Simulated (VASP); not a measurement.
# Nd4S (Im-3m) in VASP: a series of runs

Nd4S is run at these levels: PBE; tasks: single point, relaxation of cell and atoms.

All numbers are computed with VASP 6.6.1; they aren't measurements. Logs are shortened: lines on timing, memory, paths and dates and some standing lists are left out, and cuts for length are marked.

**1. The cell of the first run**

It takes space group Im-3m (No. 229, cubic). Conventional cell: a = 6.411 Å, b = 6.411 Å, c = 6.411 Å, α = 90.00°, β = 90.00°, γ = 90.00°. Within 3.7 Å of Nd (site symmetry -3m) lie 2 S at 2.78 Å and 6 Nd at 3.21 Å. Within 3.7 Å of S (site symmetry m-3m) lie 8 Nd at 2.78 Å.

The cell was generated, and may not be a known phase.

**2. Single point, PBE**

INCAR reads:

```
  PREC = Accurate
  ENCUT = 500
  EDIFF = 1E-6
  ISMEAR = 0
  SIGMA = 0.1
  LREAL = False
  LASPH = True
  NELM = 200
  ALGO = Normal
  ISIF = 2
  LWAVE = False
  LCHARG = True
  GGA = PE
  LELF = True
  LVHAR = True
  NBANDS = 33
  GGA_COMPAT = False
  LMAXMIX = 6
```

KPOINTS reads:

```
regular mesh
0
Gamma
  4 4 4
```

POSCAR reads:

```
Nd4S
1.0
   -3.2054790200      3.2054790200      3.2054790200
    3.2054790200     -3.2054790200      3.2054790200
    3.2054790200      3.2054790200     -3.2054790200
Nd S
4 1
Direct
    0.5000000000      0.5000000000      0.5000000000
    0.5000000000      0.0000000000      0.0000000000
    0.0000000000      0.0000000000      0.5000000000
    0.0000000000      0.5000000000      0.0000000000
    0.0000000000      0.0000000000      0.0000000000
```

Potentials or basis: VASP PAW PBE potentials, release 64 (Nd_3, S), 4f in core.

On the command line:

```console
> cat potpaw_PBE.64/Nd_3/POTCAR potpaw_PBE.64/S/POTCAR > POTCAR
> mpirun -np 1 vasp_std > vasp.out
```

OUTCAR:

```text
PREC = Accurate
   ENCUT = 500
   EDIFF = 1E-6
   ISMEAR = 0
   LREAL = False
   LASPH = True
   NELM = 200
   ISIF = 2
   GGA = PE

 ion  position               nearest neighbor table
   1  0.500  0.500  0.500-   5 2.78   5 2.78   4 3.21   2 3.21   2 3.21   4 3.21   3 3.21   3 3.21

   2  0.500  0.000  0.000-   5 2.78   5 2.78   4 3.21   1 3.21   1 3.21   3 3.21   3 3.21   4 3.21

   3  0.000  0.000  0.500-   5 2.78   5 2.78   4 3.21   1 3.21   2 3.21   4 3.21   2 3.21   1 3.21

   4  0.000  0.500  0.000-   5 2.78   5 2.78   3 3.21   1 3.21   2 3.21   3 3.21   1 3.21   2 3.21

   5  0.000  0.000  0.000-   1 2.78   2 2.78   3 2.78   4 2.78   3 2.78   4 2.78   2 2.78   1 2.78

  LATTYP: Found a body centered cubic cell.
 ALAT       =     6.4109580400

  Lattice vectors:

 A1 = (  -3.2054790200,   3.2054790200,   3.2054790200)
 A2 = (   3.2054790200,  -3.2054790200,   3.2054790200)
 A3 = (   3.2054790200,   3.2054790200,  -3.2054790200)

Analysis of symmetry for initial positions (statically):
=====================================================================
 Subroutine PRICEL returns:
 Original cell was already a primitive cell.

 Routine SETGRP: Setting up the symmetry group for a
 body centered cubic supercell.

 Subroutine GETGRP returns: Found 48 space group operations
 (whereof 48 operations were pure point group operations)
 out of a pool of 48 trial point group operations.

The static configuration has the point symmetry O_h .

Analysis of symmetry for dynamics (positions and initial velocities):
=====================================================================
 Subroutine PRICEL returns:
 Original cell was already a primitive cell.

 Routine SETGRP: Setting up the symmetry group for a
 body centered cubic supercell.

 Subroutine GETGRP returns: Found 48 space group operations
 (whereof 48 operations were pure point group operations)
 out of a pool of 48 trial point group operations.

The dynamic configuration has the point symmetry O_h .

 Subroutine INISYM returns: Found 48 space group operations
 (whereof 48 operations are pure point group operations),
 and found     1 'primitive' translations

----------------------------------------------------------------------------------------

                                     Primitive cell

  volume of cell :     131.7464

  direct lattice vectors                    reciprocal lattice vectors
    -3.205479020  3.205479020  3.205479020     0.000000000  0.155982927  0.155982927
     3.205479020 -3.205479020  3.205479020     0.155982927  0.000000000  0.155982927
     3.205479020  3.205479020 -3.205479020     0.155982927  0.155982927  0.000000000

  length of vectors
     5.552052525  5.552052525  5.552052525     0.220593171  0.220593171  0.220593171

  position of ions in fractional coordinates (direct lattice)
     0.500000000  0.500000000  0.500000000
     0.500000000  0.000000000  0.000000000
     0.000000000  0.000000000  0.500000000
     0.000000000  0.500000000  0.000000000
     0.000000000  0.000000000  0.000000000

  ion indices of the primitive-cell ions
   primitive index   ion index
                 1           1
                 2           2
                 3           3
                 4           4
                 5           5

----------------------------------------------------------------------------------------

 KPOINTS: regular mesh

Automatic generation of k-mesh.
 Grid dimensions read from file:
 generate k-points for:    4    4    4

 Generating k-lattice:

  Cartesian coordinates                     Fractional coordinates (reciprocal lattice)
     0.000000000  0.038995732  0.038995732     0.250000000  0.000000000  0.000000000
     0.038995732  0.000000000  0.038995732     0.000000000  0.250000000  0.000000000
     0.038995732  0.038995732  0.000000000     0.000000000  0.000000000  0.250000000

  Length of vectors
     0.055148293  0.055148293  0.055148293

  Shift w.r.t. Gamma in fractional coordinates (k-lattice)
     0.000000000  0.000000000  0.000000000

 Subroutine IBZKPT returns following result:
 ===========================================

 Found      8 irreducible k-points:

 Following reciprocal coordinates:
            Coordinates               Weight
  0.000000  0.000000  0.000000      1.000000
  0.250000  0.000000  0.000000     12.000000
  0.500000  0.000000  0.000000      6.000000
  0.250000  0.250000  0.000000     24.000000
  0.250000  0.250000  0.250000      2.000000
 -0.250000  0.250000  0.250000      6.000000
  0.500000  0.500000  0.250000     12.000000
  0.500000  0.500000  0.500000      1.000000
   k-points           NKPTS =      8   k-points in BZ     NKDIM =      8   number of bands    NBANDS=     33
   number of dos      NEDOS =    301   number of ions     NIONS =      5
   total plane-waves  NPLWV =  64000
   dimension x,y,z NGX =    40 NGY =   40 NGZ =   40
   dimension x,y,z NGXF=    80 NGYF=   80 NGZF=   80
   ions per type =               4   1
   NGX,Y,Z   is equivalent  to a cutoff of  11.98, 11.98, 11.98 a.u.
   NGXF,Y,Z  is equivalent  to a cutoff of  23.95, 23.95, 23.95 a.u.
 SYSTEM =  unknown system
   PREC   = accura    normal or accurate (medium, high low for compatibility)
   ISTART =      0    job   : 0-new  1-cont  2-samecut
   ICHARG =      2    charge: 1-file 2-atom 10-const
   ISPIN  =      1    spin polarized calculation?
   LNONCOLLINEAR =      F non collinear calculations
   LSORBIT =      F    spin-orbit coupling
   LASPH  =      T    aspherical Exc in radial PAW
   ENCUT  =  500.0 eV  36.75 Ry    6.06 a.u.  10.12 10.12 10.12*2*pi/ulx,y,z
   NELM   =    200;   NELMIN=  2; NELMDL= -5     # of ELM steps
   EDIFF  = 0.1E-05   stopping-criterion for ELM
   LREAL  =      F    real-space projection
   EDIFFG = 0.1E-04   stopping-criterion for IOM
   NSW    =      0    number of steps for IOM
   IBRION =     -1    ionic relax: 0-MD 1-quasi-New 2-CG
   NFREE  =      0    steps in history (QN), initial steepest desc. (CG)
   ISIF   =      2    stress and relaxation
   ISYM   =      2    0-nonsym 1-usesym 2-fastsym
   POTIM  = 0.5000    time-step for ionic-motion
   TEBEG  =    0.0;   TEEND  =   0.0 temperature during run
   PSTRESS=    0.0 pullay stress
   NELECT =      50.0000    total number of electrons
   NUPDOWN=      -1.0000    fix difference up-down
   EMIN   =  10.00;   EMAX   =-10.00  energy-range for DOS
   EFERMI =   0.00;   METHOD = LEGACY
   ISMEAR =     0;   SIGMA  =   0.10  broadening in eV -4-tet -1-fermi 0-gaus
   EFERMI_NEDOS =   21; number of points for ismear=-14 and -15
   IALGO  =     38    algorithm
   IMIX   =      4    mixing-type and parameters
     AMIX     =   0.40;   BMIX     =  1.00
     AMIX_MAG =   1.60;   BMIX_MAG =  1.00
  volume/ion in A,a.u.               =      26.35       177.81
  Fermi-wavevector in a.u.,A,eV,Ry     =   1.185273  2.239842 19.114460  1.404873
  Thomas-Fermi vector in A             =   2.321471
   LORBIT       =      0    0 simple, 1 ext, 2 COOP (PROOUT), +10 PAW based schemes
   GGA     = PE    functional components
   LHFCALC =     F    Hartree Fock is set to
   AEXX    =    0.0000 exact exchange contribution
   IVDW    =     0    specifies the selected vdW correction
   LEPSILON=     F    determine dielectric tensor
   LRPA    =     F    only Hartree local field effects (RPA)
 non-spin polarized calculation
 Gauss-broadening in eV      SIGMA  =   0.10
  energy-cutoff  :      500.00
  volume of cell :      131.75
 maximum number of plane-waves:      3367
   NGX = 21   NGY = 21   NGZ = 21

 number of electron      50.0000000 magnetization

 Free energy of the ion-electron system (eV)
  ---------------------------------------------------
  ext. energy  EPLUGINS =         0.00000000
  ---------------------------------------------------
  free energy    TOTEN  =       -23.98727321 eV

  energy without entropy =      -23.94778661  energy(sigma->0) =      -23.96752991

 E-fermi :   5.0042     XC(G=0): -10.4442

 val. band max:        4.9916143713   @ k =   0.5000   0.0000   0.0000
 cond. band min:       5.0454162629   @ k =   0.5000   0.5000   0.2500
 fundamental gap:      0.0538018916
 Fermi energy:         5.0042284100

 k-point     1 :       0.0000    0.0000    0.0000
  band No.  band energies     occupation
      1     -33.0066      2.00000
      2     -32.6120      2.00000
      3     -32.6120      2.00000
      4     -32.6120      2.00000
      5     -15.0086      2.00000
      6     -15.0086      2.00000
[... 25 lines left out ...]
     32       8.5247      0.00000
     33       8.7284      0.00000

 k-point     2 :       0.2500    0.0000    0.0000
  band No.  band energies     occupation
      1     -32.9490      2.00000
      2     -32.6699      2.00000
      3     -32.6145      2.00000
      4     -32.6140      2.00000
      5     -15.0572      2.00000
      6     -14.9489      2.00000
[... 25 lines left out ...]
     32       8.3840      0.00000
     33       8.6168      0.00000

 k-point     3 :       0.5000    0.0000    0.0000
  band No.  band energies     occupation
      1     -32.8109      2.00000
      2     -32.8085      2.00000
      3     -32.6171      2.00000
      4     -32.6159      2.00000
      5     -15.1115      2.00000
      6     -14.9217      2.00000
[... 25 lines left out ...]
     32       7.5140      0.00000
     33       7.5684      0.00000

 k-point     4 :       0.2500    0.2500    0.0000
  band No.  band energies     occupation
      1     -32.8507      2.00000
      2     -32.7124      2.00000
      3     -32.7115      2.00000
      4     -32.5776      2.00000
      5     -15.1276      2.00000
      6     -14.6306      2.00000
[... 25 lines left out ...]
     32       7.7004      0.00000
     33       7.8460      0.00000

 k-point     5 :       0.2500    0.2500    0.2500
  band No.  band energies     occupation
      1     -32.7171      2.00000
      2     -32.7136      2.00000
      3     -32.7136      2.00000
      4     -32.7136      2.00000
      5     -14.6978      2.00000
      6     -14.2524      2.00000
[... 25 lines left out ...]
     32       7.7313      0.00000
     33       7.7387      0.00000

 k-point     6 :      -0.2500    0.2500    0.2500
  band No.  band energies     occupation
      1     -32.9069      2.00000
      2     -32.7095      2.00000
      3     -32.7095      2.00000
      4     -32.5209      2.00000
      5     -15.4063      2.00000
      6     -14.8780      2.00000
[... 25 lines left out ...]
     32       7.7245      0.00000
     33       8.7551      0.00000

 k-point     7 :       0.5000    0.5000    0.2500
  band No.  band energies     occupation
      1     -32.8075      2.00000
      2     -32.8063      2.00000
      3     -32.7494      2.00000
      4     -32.4828      2.00000
      5     -15.5738      2.00000
      6     -14.8656      2.00000
[... 25 lines left out ...]
     32       7.9229      0.00000
     33       8.3755      0.00000

 k-point     8 :       0.5000    0.5000    0.5000
  band No.  band energies     occupation
      1     -32.8042      2.00000
      2     -32.8042      2.00000
      3     -32.8042      2.00000
      4     -32.4272      2.00000
      5     -15.8588      2.00000
      6     -15.0147      2.00000
[... 25 lines left out ...]
     32       7.9252      0.00000
     33       7.9252      0.00000

------------------------ aborting loop because EDIFF is reached ----------------------------------------

  FORCE on cell =-STRESS in cart. coord.  units (eV):
  Direction    XX          YY          ZZ          XY          YZ          ZX
  --------------------------------------------------------------------------------------
  -------------------------------------------------------------------------------------
  Total        9.5034395      9.5034395      9.5034395      0.0000000      0.0000000      0.0000000
  in kB      115.5719894    115.5719894    115.5719894      0.0000000      0.0000000      0.0000000
  external PRESSURE =     115.5719894 kB  Pullay stress =       0.0000000 kB

 VOLUME and BASIS-vectors are now :
 -----------------------------------------------------------------------------
  energy-cutoff  :      500.00
  volume of cell :      131.75
      direct lattice vectors                 reciprocal lattice vectors
    -3.205479020  3.205479020  3.205479020     0.000000000  0.155982927  0.155982927
     3.205479020 -3.205479020  3.205479020     0.155982927  0.000000000  0.155982927
     3.205479020  3.205479020 -3.205479020     0.155982927  0.155982927  0.000000000

 POSITION                                       TOTAL-FORCE (eV/Angst)
 -----------------------------------------------------------------------------------
      1.60274      1.60274      1.60274         0.000000      0.000000      0.000000
     -1.60274      1.60274      1.60274         0.000000      0.000000      0.000000
      1.60274      1.60274     -1.60274        -0.000000     -0.000000      0.000000
      1.60274     -1.60274      1.60274        -0.000000     -0.000000     -0.000000
      0.00000      0.00000      0.00000        -0.000000      0.000000     -0.000000
 -----------------------------------------------------------------------------------
    total drift:                                0.000000     -0.000000      0.000000

  FREE ENERGIE OF THE ION-ELECTRON SYSTEM (eV)
  ---------------------------------------------------
  free  energy   TOTEN  =       -23.9872732072 eV

  energy  without entropy=      -23.9477866088  energy(sigma->0) =      -23.96752991
```

Run time: 22 s. Hardware: 1 thread of Intel Xeon 6975P-C (Granite Rapids), shared host; peak memory 0.24 GiB.

Results:

| Quantity | Value |
| --- | --- |
| Free energy | -23.9873 eV |
| Pressure | 11.6 GPa |
| Band gap on the k mesh | zero (bands 25 and 26 overlap by 1.00 eV) |

Caveat: the cell stands under pressure; spin-orbit coupling is left out, which moves the levels of the heavy elements; the 4f electrons are frozen in the core, so they carry no moment and show no levels; the run has no spin polarisation, though such a crystal can be magnetic.

(Part 1 of 2 ends here.)

The gap in the log of VASP goes by the Fermi energy; the results here count the filled bands.